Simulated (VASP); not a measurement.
Set up this calculation in VASP 6.6.1, as the native input.

- Task: single point
- Functional: PBEsol
- Potentials or basis: VASP PAW PBE potentials, release 64 (Ti_sv, Al)
- Cutoff: 520 eV
- k mesh: 16 × 16 × 16
- Occupations: gaussian, width 0.15 eV
- Spin: no spin polarisation
- Dipole correction: no
- Further INCAR settings: ALGO = Fast; EDIFF = 1e-06; NBANDS = 14

The structure of TiAl lies in POSCAR:

```
TiAl
1.0
    3.3642996919      0.8410749230      0.8410749230
    0.8410749230      3.3642996919      0.8410749230
    0.8410749230      0.8410749230      3.3642996919
Ti Al
1 1
Direct
    0.0000000000      0.0000000000      0.0000000000
    0.5000000000      0.5000000000      0.5000000000
```

This cell differs from its parent crystal: ratio of the length along [111] to the lengths across it x 2.0, volume and fractional coordinates fixed.

One way to write it, as run:

INCAR

```
SYSTEM = TiAl
PREC = Accurate ; ENCUT = 520
EDIFF = 1E-6 ; ISMEAR = 0
SIGMA = 0.15 ; LREAL = .FALSE.
LASPH = .TRUE. ; NELM = 80
ALGO = Fast ; ISIF = 2
LWAVE = .FALSE. ; LCHARG = .FALSE.
GGA = PS ; NBANDS = 14
```

KPOINTS

```
Automatic mesh
0
G
  16 16 16
  0 0 0
```

Potentials or basis: VASP PAW PBE potentials, release 64 (Ti_sv, Al).

The run is started by

```sh
$ cat potpaw_PBE.64/Ti_sv/POTCAR potpaw_PBE.64/Al/POTCAR > POTCAR
$ mpirun -np 1 vasp_std > vasp.out
```

Results of the run:

```yaml
Pressure: 11.7 GPa
```

Caveat: the PAW data sets were made with another functional, which shifts forces and pressure a little.

Wall time 110 s on 1 thread of Intel(R) Xeon(R) 6975P-C (Granite Rapids), with other jobs on the host, peak memory 0.2 GiB.
